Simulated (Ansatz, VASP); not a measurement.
Two plane-wave programs on TaF3

The input INCAR:

```
ALGO = Normal
EDIFF = 1E-6
ENCUT = 520
GGA = PS
ISIF = 2
ISMEAR = 0
LASPH = T
LCHARG = F
LREAL = F
LWAVE = F
NBANDS = 24
NELM = 80
PREC = Accurate
SIGMA = 0.15
```

Contents of KPOINTS:

```
k-points
0
Gamma
  12 12 12
```

POSCAR

```
TaF3
1.0
    3.9597180000      0.0000000000      0.0000000000
    0.0000000000      3.9597180000      0.0000000000
    0.0000000000      0.0000000000      4.0182360000
Ta F
1 3
Direct
    0.0000000000      0.0000000000      0.0000000000
    0.5000000000      0.0000000000      0.0000000000
    0.0000000000      0.5000000000      0.0000000000
    0.0000000000      0.0000000000      0.5000000000
```

Input for Ansatz:

```yaml
crystal:
  lattice:
    - [3.959718, 0.0, 0.0]
    - [0.0, 3.959718, 0.0]
    - [0.0, 0.0, 4.018236]
  atoms:
    - { symbol: Ta, position: [0.0, 0.0, 0.0] }
    - { symbol: F, position: [0.5, 0.0, 0.0] }
    - { symbol: F, position: [0.0, 0.5, 0.0] }
    - { symbol: F, position: [0.0, 0.0, 0.5] }
basis:
  ecutwfc: 420
kpoints:
  mp_grid: { grid: [12, 12, 12] }
hamiltonian:
  xc: pbesol
scf:
  occupations: { method: gaussian, width: 0.15 }
output:
  forces: true
  stress: true
  eigenvalues: true
  write_density: true
  write_potential: true
  elf: true
  volumetric_format: npy
```

Change from the starting cell: strain +0.015 along x and y, +0.030 along z, atoms carried along.

Alike in both runs: task single point; functional PBEsol; k mesh 12 × 12 × 12; occupations gaussian, width 0.15 eV; no spin polarisation.

|  | VASP | Ansatz |
| --- | --- | --- |
| version | VASP 6.6.1 | Ansatz 0.2.0 |
| potentials or method | VASP PAW PBE potentials, release 64 (Ta_pv, F), cutoff 520 eV | scalar-relativistic, plane waves, PAW |
| valence electrons in the cell | 32 | 34 |

```csv
,VASP,Ansatz,Ansatz less VASP
gap on the k mesh at the Fermi level (eV),none,none,-
pressure (GPa),10.1,9.9,-0.25
"traceless stress, the component that is largest in VASP (GPa)",-3.34,-3.28,+0.057
```

VASP's potentials were made for PBE, not for PBEsol. A gap of «none» marks a metal or a gap that the smearing closes. VASP's potentials hold 32 valence electrons a cell and Ansatz's 34, so a difference there can come from the potentials and not from the codes.

Spin-orbit coupling is off throughout.
